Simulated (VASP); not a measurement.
A run of VASP 6.6.1:

Contents of INCAR:

```
PREC = Accurate ; ENCUT = 520
EDIFF = 1E-6 ; ISMEAR = -1
SIGMA = 0.05 ; LREAL = F
LASPH = T ; NELM = 150
ALGO = Normal ; ISIF = 2
LWAVE = F ; LCHARG = F
ISPIN = 2 ; MAGMOM = 2.5
LORBIT = 11 ; LMAXMIX = 4
GGA = PE ; NBANDS = 14
```

File KPOINTS:

```
Automatic mesh
0
Gamma
  25 25 25
```

Contents of POSCAR:

```
Fe
1.0
   -1.4153672363      1.4153672363      1.4153672363
    1.4153672363     -1.4153672363      1.4153672363
    1.4153672363      1.4153672363     -1.4153672363
Fe
1
Direct
    0.0000000000      0.0000000000      0.0000000000
```

Potentials or basis: VASP PAW PBE potentials, release 64 (Fe).

Command:

```console
$ cat potpaw_PBE.64/Fe/POTCAR > POTCAR
$ mpirun -np 1 vasp_std > vasp.out
```

Hardware: 1 thread of AMD EPYC 9R45 96-Core Processor (Zen 5), with other jobs on the host.

Task: How long does it take, and how much memory?

Result: Wall time 62 s on 1 thread of AMD EPYC 9R45 96-Core Processor (Zen 5), with other jobs on the host, peak memory 0.18 GiB. Counts: scf iterations 12, k points 455.
